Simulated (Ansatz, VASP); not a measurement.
# MgS in VASP and in Ansatz

INCAR

```
SYSTEM = MgS
PREC     = Accurate       ! precision mode
ENCUT    = 520            ! plane-wave cutoff, eV
EDIFF    = 1E-6           ! SCF threshold, eV
ISMEAR   = 0              ! smearing method
SIGMA    = 0.05           ! smearing width, eV
LREAL    = .FALSE.        ! projectors in reciprocal space
LASPH    = .TRUE.         ! aspherical terms in the spheres
NELM     = 100            ! most SCF steps
ALGO     = Normal         ! electronic algorithm
ISIF     = 2              ! what is computed and relaxed
LWAVE    = .FALSE.        ! write WAVECAR
LCHARG   = .FALSE.        ! write CHGCAR
GGA      = PS             ! functional
NBANDS   = 11             ! bands
```

File KPOINTS:

```
regular mesh
0
G
  8 8 8
  0 0 0
```

Contents of POSCAR:

```
MgS
1.0
    0.0000000000      2.8331200468      2.8331200468
    2.8331200468      0.0000000000      2.8331200468
    2.8331200468      2.8331200468      0.0000000000
Mg S
1 1
Direct
    0.0000000000      0.0000000000      0.0655162955
    0.7500000000      0.7500000000      0.7500000000
```

Input for Ansatz:

```yaml
crystal:
  lattice:
    - [0.0, 2.8331200468, 2.8331200468]
    - [2.8331200468, 0.0, 2.8331200468]
    - [2.8331200468, 2.8331200468, 0.0]
  atoms:
    - { symbol: Mg, position: [0.0, 0.0, 0.0655162955] }
    - { symbol: S, position: [0.75, 0.75, 0.75] }
basis:
  ecutwfc: 420
kpoints:
  mp_grid: { grid: [8, 8, 8] }
hamiltonian:
  xc: pbesol
scf:
  occupations: { method: gaussian, width: 0.05 }
output:
  forces: true
  stress: true
  eigenvalues: true
```

Change from the starting cell: all Mg atoms moved +0.263 Å, as atom 1 along Cartesian [1 1 0].

Alike in both runs: task single point; functional PBEsol; k mesh 8 × 8 × 8; occupations gaussian, width 0.05 eV; no spin polarisation.

|  | VASP | Ansatz |
| --- | --- | --- |
| version | VASP 6.6.1 | Ansatz 0.2.0 |
| potentials or method | VASP PAW PBE potentials, release 64 (Mg, S), cutoff 520 eV | scalar-relativistic, plane waves, PAW |
| valence electrons in the cell | 8 | 16 |

VASP gave:

| Property | Result |
| --- | --- |
| gap on the k mesh at the Fermi level (eV) | 2.95 |
| least direct gap on the mesh (eV) | 2.95 |
| pressure (GPa) | 1.2 |
| traceless stress, the component that is largest in VASP (GPa) | -4.33 |
| rms of the force components (eV/Å) | 0.985 |

Question: Which values does Ansatz return?

Answer: gap on the k mesh at the Fermi level (eV): 2.95; least direct gap on the mesh (eV): 2.95; pressure (GPa): 1.3; traceless stress, the component that is largest in VASP (GPa): -4.30; rms of the force components (eV/Å): 0.979.

VASP's potentials were made for PBE, not for PBEsol. Atom by atom the forces differ by 0.006 eV/Å (rms over components). VASP's potentials hold 8 valence electrons a cell and Ansatz's 16, so a difference there can come from the potentials and not from the codes.
